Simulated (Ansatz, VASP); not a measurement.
# SbMo: VASP beside Ansatz

```xyz
2
Lattice="0.0000 2.1500 2.1500 2.1500 0.0000 2.1500 2.1500 2.1500 0.0000" Properties=species:S:1:pos:R:3 pbc="T T T"
Mo    0.0000    0.0000    0.0000
Sb    2.1500    2.1500    2.1500
```

Change from the starting cell: volume scaled by 0.5, LAPW.

Alike in both runs: task single point; functional LDA; k mesh 13 × 13 × 13; occupations fermi-dirac, width 0.1 eV; no spin polarisation.

|  | VASP | Ansatz |
| --- | --- | --- |
| version | VASP 6.6.1 | Ansatz 0.2.0 |
| potentials or method | VASP PAW LDA potentials, release 64 (Mo_sv, Sb), cutoff 520 eV | all-electron LAPW, scalar-relativistic |

```tsv
	VASP	Ansatz	Ansatz less VASP
pressure (GPa)	460.7	458.2	-2.53
```

LDA's correlation is that of Perdew and Zunger in VASP and of Perdew and Wang (1992) in Ansatz. Both programs put the cell under a high pressure, so it lies far from rest at this level. Ansatz ran all-electron here, and VASP with PAW potentials.

Neither program's run includes spin-orbit coupling. Noted on VASP's run: the cell as given lies far from equilibrium.
